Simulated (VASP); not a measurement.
BiN:

```
Bi N
1.0
     0.00000    2.77610    2.77610
     2.77610    0.00000    2.77610
     2.77610    2.77610    0.00000
Bi N
1 1
Direct
  0.00000 0.00000 0.00000
  0.25000 0.25000 0.25000
```

Base run:

| Property | Result |
| --- | --- |
| Program | VASP 6.6.1 |
| Functional | PBE |
| Potentials or basis | VASP PAW PBE potentials, release 64 (Bi_d, N) |
| Cutoff | 520 eV |
| k mesh | 10 × 10 × 10 |
| Occupations | gaussian, width 0.05 eV |
| Spin | no spin polarisation |

Its results: pressure 0.0 GPa.

Question: The run is repeated on the same cell with these changes: spin from no spin polarisation to non-collinear spin, zero start, spin-orbit coupling; further incar settings from ALGO = Normal; EDIFF = 1e-06; NBANDS = 17 to ALGO = Normal; EDIFF = 1e-06; NBANDS = 32. What comes out?

Answer: Pressure 0.7 GPa; net moment 0.00 μB per cell.
